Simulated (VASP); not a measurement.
Runs of VASP 6.6.1 on AlNi. The structure is that of space group R-3m (No. 166), or close to it. The cells are those of the table. 

```csv
cell,further INCAR settings,gap on the mesh (eV),pressure (GPa)
"a = 3.082 Å, angles 67.3°, 2 atoms",ALGO = Fast; EDIFF = 1e-07; NBANDS = 14,none,26.5
"a = 2.885 Å, angles 87.0°, 2 atoms",ALGO = Fast; EDIFF = 1e-06; NBANDS = 14,none,3.0
"a = 2.897 Å, angles 95.9°, 2 atoms",ALGO = Fast; EDIFF = 1e-07; NBANDS = 14,none,(a)
"a = 2.884 Å, angles 92.7°, 2 atoms",ALGO = Fast; EDIFF = 1e-06; NBANDS = 14,none,3.1
"a = 3.144 Å, angles 109.5°, 2 atoms",ALGO = Fast; EDIFF = 1e-06; NBANDS = 14,none,(b)
```

Alike in all rows: task single point; level PBE; potentials or basis VASP PAW PBE potentials, release 64 (Al, Ni); no spin polarisation; k mesh 18 × 18 × 18; cutoff (eV) 520; smearing gaussian 0.15 eV.

Estimate the missing entries.

(a) 7.8; (b) 134.7.

A gap of «none» marks levels without a gap at the run's occupations.
